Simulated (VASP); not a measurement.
# W (Im-3m) in VASP: further runs

Runs on W. Level: PBEsol. Tasks: single point.

Program: VASP 6.6.1. These are calculated values, not measurements. Logs are shortened: lines on timing, memory, paths and dates and some standing lists are left out, and cuts for length are marked.

### 1 The cell of the first run

Symmetry: Im-3m, No. 229, cubic system. Conventional cell: a = 3.154 Å, b = 3.154 Å, c = 3.154 Å, α = 90.00°, β = 90.00°, γ = 90.00°. Within 3.6 Å of W (site symmetry m-3m) lie 14 W at 2.73 to 3.15 Å.

### 2 Single point, PBEsol

Contents of INCAR:

```
  PREC = Accurate
  ENCUT = 520
  EDIFF = 1E-7
  ISMEAR = 1
  SIGMA = 0.1
  LREAL = False
  LASPH = True
  NELM = 100
  ALGO = Normal
  ISIF = 2
  LWAVE = False
  LCHARG = True
  GGA = PS
  LELF = True
  LVHAR = True
  NBANDS = 13
```

Contents of KPOINTS:

```
regular mesh
0
Gamma
  36 36 36
```

Contents of POSCAR:

```
W
1.0
   -1.5772252710      1.5772252710      1.5772252710
    1.5772252710     -1.5772252710      1.5772252710
    1.5772252710      1.5772252710     -1.5772252710
W
1
Direct
    0.0000000000      0.0000000000      0.0000000000
```

Potentials or basis: VASP PAW PBE potentials, release 64 (W_sv).

On the command line:

```bash
$ cat potpaw_PBE.64/W_sv/POTCAR > POTCAR
$ mpirun -np 1 vasp_std > vasp.out
```

OUTCAR:

```text
PREC = Accurate
   ENCUT = 520
   EDIFF = 1E-7
   ISMEAR = 1
   LREAL = False
   LASPH = True
   NELM = 100
   ISIF = 2
   GGA = PS

 ion  position               nearest neighbor table
   1  0.000  0.000  0.000-

  LATTYP: Found a body centered cubic cell.
 ALAT       =     3.1544505420

  Lattice vectors:

 A1 = (  -1.5772252710,   1.5772252710,   1.5772252710)
 A2 = (   1.5772252710,  -1.5772252710,   1.5772252710)
 A3 = (   1.5772252710,   1.5772252710,  -1.5772252710)

Analysis of symmetry for initial positions (statically):
=====================================================================
 Subroutine PRICEL returns:
 Original cell was already a primitive cell.

 Routine SETGRP: Setting up the symmetry group for a
 body centered cubic supercell.

 Subroutine GETGRP returns: Found 48 space group operations
 (whereof 48 operations were pure point group operations)
 out of a pool of 48 trial point group operations.

The static configuration has the point symmetry O_h .

Analysis of symmetry for dynamics (positions and initial velocities):
=====================================================================
 Subroutine PRICEL returns:
 Original cell was already a primitive cell.

 Routine SETGRP: Setting up the symmetry group for a
 body centered cubic supercell.

 Subroutine GETGRP returns: Found 48 space group operations
 (whereof 48 operations were pure point group operations)
 out of a pool of 48 trial point group operations.

The dynamic configuration has the point symmetry O_h .

 Subroutine INISYM returns: Found 48 space group operations
 (whereof 48 operations are pure point group operations),
 and found     1 'primitive' translations

----------------------------------------------------------------------------------------

                                     Primitive cell

  volume of cell :      15.6943

  direct lattice vectors                    reciprocal lattice vectors
    -1.577225271  1.577225271  1.577225271     0.000000000  0.317012420  0.317012420
     1.577225271 -1.577225271  1.577225271     0.317012420  0.000000000  0.317012420
     1.577225271  1.577225271 -1.577225271     0.317012420  0.317012420  0.000000000

  length of vectors
     2.731834304  2.731834304  2.731834304     0.448323264  0.448323264  0.448323264

  position of ions in fractional coordinates (direct lattice)
     0.000000000  0.000000000  0.000000000

  ion indices of the primitive-cell ions
[... 81 lines left out ...]
   ISYM   =      2    0-nonsym 1-usesym 2-fastsym
   POTIM  = 0.5000    time-step for ionic-motion
   TEBEG  =    0.0;   TEEND  =   0.0 temperature during run
   PSTRESS=    0.0 pullay stress
   NELECT =      14.0000    total number of electrons
   NUPDOWN=      -1.0000    fix difference up-down
   EMIN   =  10.00;   EMAX   =-10.00  energy-range for DOS
   EFERMI =   0.00;   METHOD = LEGACY
   ISMEAR =     1;   SIGMA  =   0.10  broadening in eV -4-tet -1-fermi 0-gaus
   EFERMI_NEDOS =   21; number of points for ismear=-14 and -15
   IALGO  =     38    algorithm
   IMIX   =      4    mixing-type and parameters
     AMIX     =   0.40;   BMIX     =  1.00
     AMIX_MAG =   1.60;   BMIX_MAG =  1.00
  volume/ion in A,a.u.               =      15.69       105.91
  Fermi-wavevector in a.u.,A,eV,Ry     =   1.575931  2.978077 33.790853  2.483558
  Thomas-Fermi vector in A             =   2.676840
   LORBIT       =      0    0 simple, 1 ext, 2 COOP (PROOUT), +10 PAW based schemes
   GGA     = PS    functional components
   LHFCALC =     F    Hartree Fock is set to
   AEXX    =    0.0000 exact exchange contribution
   IVDW    =     0    specifies the selected vdW correction
   LEPSILON=     F    determine dielectric tensor
   LRPA    =     F    only Hartree local field effects (RPA)
 non-spin polarized calculation
 Methfessel and Paxton  Order N= 1 SIGMA  =   0.10
  energy-cutoff  :      520.00
  volume of cell :       15.69
 maximum number of plane-waves:       436
   NGX = 11   NGY = 11   NGZ = 11

 number of electron      14.0000005 magnetization

 Free energy of the ion-electron system (eV)
  ---------------------------------------------------
  ext. energy  EPLUGINS =         0.00000000
  ---------------------------------------------------
  free energy    TOTEN  =       -13.80476138 eV

  energy without entropy =      -13.80498418  energy(sigma->0) =      -13.80483565

 E-fermi :  11.4565     XC(G=0): -13.8180

 val. band max:       11.4543560875   @ k =  -0.4444   0.4722   0.2778
 cond. band min:      11.4576217477   @ k =   0.1667   0.0000   0.0000
 fundamental gap:      0.0032656602
 Fermi energy:        11.4564588507

 k-point     1 :       0.0000    0.0000    0.0000
  band No.  band energies     occupation
      1     -62.7163      2.00000
      2     -26.2587      2.00000
      3     -26.2587      2.00000
      4     -26.2587      2.00000
      5       1.7112      2.00000
      6      10.1665      2.00000
      7      10.1665      2.00000
      8      10.1665      2.00000
      9      13.6780      0.00000
     10      13.6780      0.00000
     11      25.9841      0.00000
     12      25.9841      0.00000
     13      25.9841      0.00000
[... 354 lines left out ...]
  band No.  band energies     occupation
      1     -62.6858      2.00000
      2     -26.5700      2.00000
      3     -26.3524      2.00000
      4     -26.2644      2.00000
      5       2.8141      2.00000
      6       9.5486      2.00000
      7       9.8836      2.00000
      8      11.2958      2.04553
      9      12.9757     -0.00000
     10      13.7367      0.00000
     11      26.7302      0.00000
     12      27.8718      0.00000
     13      28.1836      0.00000

 [... further k-points ...]

------------------------ aborting loop because EDIFF is reached ----------------------------------------

  FORCE on cell =-STRESS in cart. coord.  units (eV):
  Direction    XX          YY          ZZ          XY          YZ          ZX
  --------------------------------------------------------------------------------------
  -------------------------------------------------------------------------------------
  Total        0.0557538      0.0557538      0.0557538      0.0000000      0.0000000      0.0000000
  in kB        5.6917268      5.6917268      5.6917268      0.0000000      0.0000000      0.0000000
  external PRESSURE =       5.6917268 kB  Pullay stress =       0.0000000 kB

 VOLUME and BASIS-vectors are now :
 -----------------------------------------------------------------------------
  energy-cutoff  :      520.00
  volume of cell :       15.69
      direct lattice vectors                 reciprocal lattice vectors
    -1.577225271  1.577225271  1.577225271     0.000000000  0.317012420  0.317012420
     1.577225271 -1.577225271  1.577225271     0.317012420  0.000000000  0.317012420
     1.577225271  1.577225271 -1.577225271     0.317012420  0.317012420  0.000000000

 POSITION                                       TOTAL-FORCE (eV/Angst)
 -----------------------------------------------------------------------------------
      0.00000      0.00000      0.00000        -0.000000      0.000000     -0.000000
 -----------------------------------------------------------------------------------
    total drift:                                0.000000     -0.000000      0.000000

  FREE ENERGIE OF THE ION-ELECTRON SYSTEM (eV)
  ---------------------------------------------------
  free  energy   TOTEN  =       -13.8047613842 eV

  energy  without entropy=      -13.8049841797  energy(sigma->0) =      -13.80483565
```

OSZICAR:

```text
N       E                     dE             d eps       ncg     rms          rms(c)
DAV:   1     0.837036465634E+02    0.83704E+02   -0.74558E+03 32389   0.123E+03
DAV:   2    -0.128771588951E+02   -0.96581E+02   -0.92841E+02 36245   0.317E+02
DAV:   3    -0.144856244316E+02   -0.16085E+01   -0.16032E+01 35293   0.396E+01
DAV:   4    -0.144918750097E+02   -0.62506E-02   -0.62504E-02 35880   0.273E+00
DAV:   5    -0.144919248806E+02   -0.49871E-04   -0.49870E-04 35750   0.230E-01    0.221E+01
DAV:   6    -0.139530529718E+02    0.53887E+00   -0.43129E-01 33565   0.871E+00    0.883E+00
DAV:   7    -0.138101168797E+02    0.14294E+00   -0.21860E-01 35860   0.586E+00    0.595E-01
DAV:   8    -0.138047793186E+02    0.53376E-02   -0.43932E-03 32865   0.887E-01    0.644E-02
DAV:   9    -0.138047624944E+02    0.16824E-04   -0.68005E-05 37483   0.973E-02    0.468E-02
DAV:  10    -0.138047612482E+02    0.12463E-05   -0.83499E-06 34960   0.399E-02    0.624E-03
DAV:  11    -0.138047614547E+02   -0.20650E-06   -0.18744E-07 29885   0.497E-03    0.450E-04
DAV:  12    -0.138047613842E+02    0.70485E-07   -0.72407E-09 17690   0.996E-04
   1 F= -.13804761E+02 E0= -.13804836E+02  d E =0.222796E-03
```

Wall time 4 min (1 thread of Intel Xeon 8259CL, shared host); peak memory 0.33 GiB.

What came out:

```yaml
Free_energy: -13.8048 eV
Pressure: 0.6 GPa
Band_gap_on_the_k_mesh: zero (band 7 reaches 16.67 eV, above the bottom of band 8 at 10.17 eV)
```

Caveat: the PAW data sets were made with another functional, which shifts forces and pressure a little; spin-orbit coupling is left out, which moves the levels of the heavy elements.

### 3 Single point, PBEsol

Contents of INCAR:

```
SYSTEM = W
ALGO = Normal ; EDIFF = 1E-7
ENCUT = 520 ; GGA = PS
ISIF = 2 ; ISMEAR = 1
LASPH = .True. ; LCHARG = .False.
LREAL = .False. ; LWAVE = .False.
NBANDS = 13 ; NELM = 60
PREC = Accurate ; SIGMA = 0.1
```

Contents of KPOINTS:

```
k-points
0
Gamma
  36 36 36
  0 0 0
```

POSCAR is that of step 2.

Potentials or basis: VASP PAW PBE potentials, release 64 (W_sv).

On the command line:

```bash
$ cat potpaw_PBE.64/W_sv/POTCAR > POTCAR
$ mpirun -np 1 vasp_std > vasp.out
```

Run time: 4 min. Hardware: 1 thread of Intel Xeon 8259CL, shared host; peak memory 0.33 GiB.

Results (log left out):

* Free energy: -13.8048 eV
* Pressure: 0.6 GPa
* Band gap on the k mesh: zero (band 7 reaches 16.67 eV, above the bottom of band 8 at 10.17 eV)

Levels at points of the mesh, in eV from the Fermi level:
```csv
k point,band 4,band 5,band 6,band 7,band 8,band 9,band 10,band 11
"(0.00, 0.00, 0.00)",-37.72,-9.75,-1.29,-1.29,-1.29,2.22,2.22,14.53
"(0.50, 0.00, 0.00)",-37.72,-6.39,-3.66,0.69,2.13,3.12,6.22,11.19
"(0.50, 0.50, 0.50)",-38.65,-5.97,-5.97,5.21,5.21,5.21,8.30,8.30
```

Caveat: the PAW data sets were made with another functional, which shifts forces and pressure a little; spin-orbit coupling is left out, which moves the levels of the heavy elements.
